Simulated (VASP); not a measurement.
Wanted: the native input for a VASP 6.6.1 run.

- Task: single point
- Functional: PBE
- Potentials or basis: VASP PAW PBE potentials, release 64 (Mo_sv, S)
- Cutoff: 520 eV
- k mesh: 12 × 12 × 2
- Occupations: gaussian, width 0.02 eV
- Spin: no spin polarisation
- Dipole correction: no
- Further INCAR settings: ALGO = Normal; EDIFF = 1e-07; NBANDS = 35

The structure of MoS2 lies in POSCAR:

```
MoS2
1.0
    3.1850687701      0.0000000029      0.0000000000
   -1.5925343876      2.7583504663      0.0000000000
    0.0000000000      0.0000000000     14.8080039946
Mo S
2 4
Direct
    0.6666666667      0.3333333333      0.2500000000
    0.3333333333      0.6666666667      0.7500000000
    0.6666666667      0.3333333333      0.6444804197
    0.3333333333      0.6666666667      0.3555195803
    0.6666666667      0.3333333333      0.8555195803
    0.3333333333      0.6666666667      0.1444804197
```

The input as run:

INCAR

```
  ALGO = Normal
  EDIFF = 1E-7
  ENCUT = 520
  GGA = PE
  ISIF = 2
  ISMEAR = 0
  LASPH = T
  LCHARG = T
  LELF = T
  LREAL = F
  LVHAR = T
  LWAVE = F
  NBANDS = 35
  NELM = 100
  PREC = Accurate
  SIGMA = 0.02
```

KPOINTS

```
k-points
0
Gamma
  12 12 2
```

Potentials or basis: VASP PAW PBE potentials, release 64 (Mo_sv, S).

The run is started by

```sh
$ cat potpaw_PBE.64/Mo_sv/POTCAR potpaw_PBE.64/S/POTCAR > POTCAR
$ mpirun -np 1 vasp_std > vasp.out
```

It gave:

| Quantity | Value |
| --- | --- |
| Pressure | -0.1 GPa |
| Largest force | 0.010 eV/Å |
| Band gap on the k mesh | 1.46 eV, indirect (least direct gap 1.67 eV) |

Caveat: this functional lacks dispersion, which binds the layers, so the pressure and a relaxed spacing across them are unreliable.

Run time: 2.5 min on 1 thread of Intel(R) Xeon(R) Platinum 8259CL CPU @ 2.50GHz (Skylake/Cascade Lake), on a shared host, peak memory 0.31 GiB.
